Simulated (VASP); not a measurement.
# F2CH2 in VASP: further runs, part 2 of 2

VASP 6.6.1. Earlier steps stand in the parts before.

**3. Relaxation of the atoms, PBE+D3(BJ)**

INCAR reads:

```
  PREC = Accurate
  ENCUT = 520
  EDIFF = 1E-6
  ISMEAR = 0
  SIGMA = 0.005
  LREAL = F
  LASPH = T
  NELM = 80
  ALGO = Normal
  ISIF = 2
  LWAVE = F
  LCHARG = F
  GGA = PE
  IVDW = 12
  IBRION = 2
  NSW = 100
  EDIFFG = -0.01
  ISYM = 0
```

KPOINTS reads:

```
regular mesh
0
Gamma
  1 1 1
```

POSCAR reads:

```
H2CF2
1.0
   14.0000000000      0.0000000000      0.0000000000
    0.0000000000     14.5000000000      0.0000000000
    0.0000000000      0.0000000000     15.0000000000
F C H
2 1 2
Direct
    0.4194243244      0.4463092570      0.4910177199
    0.5805756756      0.4507535592      0.4899931213
    0.4964347614      0.5043044768      0.4944393108
    0.4966137343      0.5423225110      0.5590083609
    0.4948176572      0.5536907430      0.4409916391
```

Potentials or basis: VASP PAW PBE potentials, release 64 (F, C, H).

Launch:

```console
$ cat potpaw_PBE.64/F/POTCAR potpaw_PBE.64/C/POTCAR potpaw_PBE.64/H/POTCAR > POTCAR
$ mpirun -np 1 vasp_gam > vasp.out
```

OUTCAR:

```text
PREC = Accurate
   ENCUT = 520
   EDIFF = 1E-6
   ISMEAR = 0
   LREAL = F
   LASPH = T
   NELM = 80
   ISIF = 2
   GGA = PE
   IVDW = 12
   IBRION = 2
   NSW = 100
   EDIFFG = -0.01
   ISYM = 0
 IVDW          = 12

 ion  position               nearest neighbor table
   1  0.419  0.446  0.491-   3 1.37
   2  0.581  0.451  0.490-   3 1.41
   3  0.496  0.504  0.494-   5 1.08   4 1.11   1 1.37   2 1.41
   4  0.497  0.542  0.559-   3 1.11
   5  0.495  0.554  0.441-   3 1.08

IMPORTANT INFORMATION: All symmetrisations will be switched off!
NOSYMM: (Re-)initialisation of all symmetry stuff for point group C_1.

----------------------------------------------------------------------------------------

                                     Primitive cell

  volume of cell :    3045.0000

  direct lattice vectors                    reciprocal lattice vectors
    14.000000000  0.000000000  0.000000000     0.071428571  0.000000000  0.000000000
     0.000000000 14.500000000  0.000000000     0.000000000  0.068965517  0.000000000
     0.000000000  0.000000000 15.000000000     0.000000000  0.000000000  0.066666667

  length of vectors
    14.000000000 14.500000000 15.000000000     0.071428571  0.068965517  0.066666667

  position of ions in fractional coordinates (direct lattice)
     0.419424324  0.446309257  0.491017720
     0.580575676  0.450753559  0.489993121
     0.496434761  0.504304477  0.494439311
     0.496613734  0.542322511  0.559008361
     0.494817657  0.553690743  0.440991639

  ion indices of the primitive-cell ions
   primitive index   ion index
                 1           1
                 2           2
                 3           3
                 4           4
                 5           5

----------------------------------------------------------------------------------------

 KPOINTS: regular mesh

Automatic generation of k-mesh.
 Grid dimensions read from file:
 generate k-points for:    1    1    1

 Generating k-lattice:

  Cartesian coordinates                     Fractional coordinates (reciprocal lattice)
     0.071428571  0.000000000  0.000000000     1.000000000  0.000000000  0.000000000
     0.000000000  0.068965517  0.000000000     0.000000000  1.000000000  0.000000000
     0.000000000  0.000000000  0.066666667     0.000000000  0.000000000  1.000000000

  Length of vectors
     0.071428571  0.068965517  0.066666667

  Shift w.r.t. Gamma in fractional coordinates (k-lattice)
     0.000000000  0.000000000  0.000000000

 Subroutine IBZKPT returns following result:
 ===========================================

 Found      1 irreducible k-points:

 Following reciprocal coordinates:
            Coordinates               Weight
  0.000000  0.000000  0.000000      1.000000
   k-points           NKPTS =      1   k-points in BZ     NKDIM =      1   number of bands    NBANDS=     14
   number of dos      NEDOS =    301   number of ions     NIONS =      5
   total plane-waves  NPLWV = ******
   dimension x,y,z NGX =   108 NGY =  108 NGZ =  112
   dimension x,y,z NGXF=   216 NGYF=  216 NGZF=  224
   ions per type =               2   1   2
   NGX,Y,Z   is equivalent  to a cutoff of  12.82, 12.38, 12.41 a.u.
   NGXF,Y,Z  is equivalent  to a cutoff of  25.65, 24.76, 24.83 a.u.
 SYSTEM =  unknown system
   PREC   = accura    normal or accurate (medium, high low for compatibility)
   ISTART =      0    job   : 0-new  1-cont  2-samecut
   ICHARG =      2    charge: 1-file 2-atom 10-const
   ISPIN  =      1    spin polarized calculation?
   LNONCOLLINEAR =      F non collinear calculations
   LSORBIT =      F    spin-orbit coupling
   LASPH  =      T    aspherical Exc in radial PAW
   ENCUT  =  520.0 eV  38.22 Ry    6.18 a.u.  26.03 26.96 27.89*2*pi/ulx,y,z
   NELM   =     80;   NELMIN=  2; NELMDL= -5     # of ELM steps
   EDIFF  = 0.1E-05   stopping-criterion for ELM
   LREAL  =      F    real-space projection
   EDIFFG = -.1E-01   stopping-criterion for IOM
   NSW    =    100    number of steps for IOM
   IBRION =      2    ionic relax: 0-MD 1-quasi-New 2-CG
   NFREE  =      1    steps in history (QN), initial steepest desc. (CG)
   ISIF   =      2    stress and relaxation
   ISYM   =      0    0-nonsym 1-usesym 2-fastsym
   POTIM  = 0.5000    time-step for ionic-motion
   TEBEG  =    0.0;   TEEND  =   0.0 temperature during run
   PSTRESS=    0.0 pullay stress
   NELECT =      20.0000    total number of electrons
   NUPDOWN=      -1.0000    fix difference up-down
   EMIN   =  10.00;   EMAX   =-10.00  energy-range for DOS
   EFERMI =   0.00;   METHOD = LEGACY
   ISMEAR =     0;   SIGMA  =   0.01  broadening in eV -4-tet -1-fermi 0-gaus
   EFERMI_NEDOS =   21; number of points for ismear=-14 and -15
   IALGO  =     38    algorithm
   IMIX   =      4    mixing-type and parameters
     AMIX     =   0.40;   BMIX     =  1.00
     AMIX_MAG =   1.60;   BMIX_MAG =  1.00
  volume/ion in A,a.u.               =     609.00      4109.73
  Fermi-wavevector in a.u.,A,eV,Ry     =   0.306588  0.579368  1.278899  0.093996
  Thomas-Fermi vector in A             =   1.180679
   LORBIT       =      0    0 simple, 1 ext, 2 COOP (PROOUT), +10 PAW based schemes
   GGA     = PE    functional components
   LHFCALC =     F    Hartree Fock is set to
   AEXX    =    0.0000 exact exchange contribution
   IVDW    =    12    specifies the selected vdW correction
   LEPSILON=     F    determine dielectric tensor
   LRPA    =     F    only Hartree local field effects (RPA)
 conjugate gradient relaxation of ions
 non-spin polarized calculation
 Gauss-broadening in eV      SIGMA  =   0.01
  energy-cutoff  :      520.00
  volume of cell :     3045.00
 maximum number of plane-waves:     40942
 NGX is ok and might be reduce to   108
   NGX = 53   NGY = 53   NGZ = 55

--------------------------------------- Ionic step        1  -------------------------------------------

 number of electron      19.9999996 magnetization

 Free energy of the ion-electron system (eV)
  ---------------------------------------------------
  ext. energy  EPLUGINS =         0.00000000
  ---------------------------------------------------
  free energy    TOTEN  =       -24.34799204 eV

  energy without entropy =      -24.34799204  energy(sigma->0) =      -24.34799204

------------------------ aborting loop because EDIFF is reached ----------------------------------------

 Edisp (eV)   -0.03887

 E8    (eV) :    -0.0103

  FORCE on cell =-STRESS in cart. coord.  units (eV):
  Direction    XX          YY          ZZ          XY          YZ          ZX
  --------------------------------------------------------------------------------------
  -------------------------------------------------------------------------------------
  Total      -1.06118    -0.75886     0.50044     0.67288    -0.62636     0.04113
  in kB      -0.55836    -0.39929     0.26332     0.35405    -0.32957     0.02164
  external pressure =       -0.23 kB  Pullay stress =        0.00 kB
[... 106 lines left out ...]
  FREE ENERGIE OF THE ION-ELECTRON SYSTEM (eV)
  ---------------------------------------------------
  free  energy   TOTEN  =       -24.4227019062 eV

  energy  without entropy=      -24.4227019062  energy(sigma->0) =      -24.42270191

[... ionic steps 4 to 12 ...]

--------------------------------------- Ionic step       13  -------------------------------------------

 number of electron      19.9999997 magnetization

------------------------ aborting loop because EDIFF is reached ----------------------------------------

 Edisp (eV)   -0.03890

 E8    (eV) :    -0.0103
[... 75 lines left out ...]
  energy  without entropy=      -24.4425592678  energy(sigma->0) =      -24.44255927

--------------------------------------- Ionic step       15  -------------------------------------------

 number of electron      19.9999997 magnetization

 Free energy of the ion-electron system (eV)
  ---------------------------------------------------
  ext. energy  EPLUGINS =         0.00000000
  ---------------------------------------------------
  free energy    TOTEN  =       -24.40368935 eV

  energy without entropy =      -24.40368935  energy(sigma->0) =      -24.40368935

 E-fermi :  -8.1243     XC(G=0):  -0.2931

 val. band max:       -8.1745487933   @ k =   0.0000   0.0000   0.0000
 cond. band min:      -0.4266131064   @ k =   0.0000   0.0000   0.0000
 fundamental gap:      7.7479356869
 Fermi energy:        -8.1243057259

 k-point     1 :       0.0000    0.0000    0.0000
  band No.  band energies     occupation
      1     -31.3153      2.00000
      2     -29.9255      2.00000
      3     -17.4997      2.00000
      4     -13.2993      2.00000
      5     -13.2518      2.00000
      6     -13.2234      2.00000
      7      -9.8885      2.00000
      8      -9.8496      2.00000
      9      -9.4694      2.00000
     10      -8.1745      2.00000
     11      -0.4266      0.00000
     12       0.1599      0.00000
     13       0.2236      0.00000
     14       0.3304      0.00000
[... 34 lines left out ...]
  FREE ENERGIE OF THE ION-ELECTRON SYSTEM (eV)
  ---------------------------------------------------
  free  energy   TOTEN  =       -24.4425936287 eV

  energy  without entropy=      -24.4425936287  energy(sigma->0) =      -24.44259363

 reached required accuracy - stopping structural energy minimisation
```

Run time: 41 min. Hardware: 1 thread of Intel Xeon Platinum 8488C (Sapphire Rapids), shared host; peak memory 1.9 GiB.

What came out:

* Free energy: -24.4426 eV
* Energy gained by relaxing: 11.1 meV/atom
* Ionic steps: 15
* Largest force after relaxing: 0.006 eV/Å
* Gap between the frontier levels: 7.75 eV
* Dispersion energy per atom: -0.008 eV

Forces on the atoms (eV/Å):
```
F   -0.003 -0.001  0.001
F   -0.002  0.002  0.000
C    0.005  0.001 -0.002
H    0.000 -0.001 -0.001
H    0.000 -0.001  0.003
```

Step by step:
```tsv
step	energy change (eV)	largest force (eV/Å)	pressure (GPa)
1	0.0000	1.5747	-0.02
2	0.1330	4.3009	0.02
3	-0.0358	0.5006	-0.01
4	-0.0465	0.6257	0.00
5	-0.0476	0.4376	0.00
6	-0.0540	0.2681	0.00
7	-0.0542	0.1942	0.00
8	-0.0546	0.2795	-0.01
9	-0.0551	0.1037	-0.01
10	-0.0555	0.0788	-0.01
11	-0.0555	0.0669	-0.01
12	-0.0557	0.0550	-0.01
13	-0.0557	0.0451	-0.01
14	-0.0557	0.0429	-0.01
15	-0.0557	0.0060	-0.01
```

Final structure:
```
F C H
1.0
    14.00000    0.00000    0.00000
     0.00000   14.50000    0.00000
     0.00000    0.00000   15.00000
F C H
2 1 2
Direct
  0.41939 0.44717 0.49108
  0.57928 0.45257 0.48986
  0.49736 0.50520 0.49563
  0.49667 0.54015 0.56067
  0.49516 0.55229 0.43820
```
